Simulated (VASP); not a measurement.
Wanted: the native input for a VASP 6.6.1 run.

```
Task                   : single point
Functional             : PBE
Potentials or basis    : VASP PAW PBE potentials, release 64 (Ta_pv, Cd)
Cutoff                 : 520 eV
k mesh                 : 9 × 9 × 14
Occupations            : gaussian, width 0.1 eV
Spin                   : no spin polarisation
Dipole correction      : no
Further INCAR settings : ALGO = Normal; EDIFF = 1e-07; NBANDS = 30
```

The structure of Ta3Cd lies in POSCAR:

```
Ta3Cd
1.0
    5.6118992649      0.0000000000      0.0000000000
   -2.8059496324      4.8600473269      0.0000000000
    0.0000000000      0.0000000000      2.7985075552
Ta Cd
3 1
Direct
    0.5000000000      0.0000000000      0.0000000000
    0.0000000000      0.5000000000      0.0000000000
    0.5000000000      0.5000000000      0.0000000000
    0.0000000000      0.0000000000      0.5000000000
```

One way to write it, as run:

INCAR

```
SYSTEM = Ta3Cd
ALGO = Normal
EDIFF = 1E-7
ENCUT = 520
GGA = PE
ISIF = 2
ISMEAR = 0
LASPH = .True.
LCHARG = .False.
LREAL = .False.
LWAVE = .False.
NBANDS = 30
NELM = 100
PREC = Accurate
SIGMA = 0.1
```

KPOINTS

```
k-points
0
Gamma
  9 9 14
  0 0 0
```

Potentials or basis: VASP PAW PBE potentials, release 64 (Ta_pv, Cd).

Command:

```bash
$ cat potpaw_PBE.64/Ta_pv/POTCAR potpaw_PBE.64/Cd/POTCAR > POTCAR
$ mpirun -np 1 vasp_std > vasp.out
```

It gave:

- Pressure: 0.3 GPa

Run time: 94 s on 1 thread of Intel(R) Xeon(R) 6975P-C (Granite Rapids), on a shared host, peak memory 0.32 GiB.
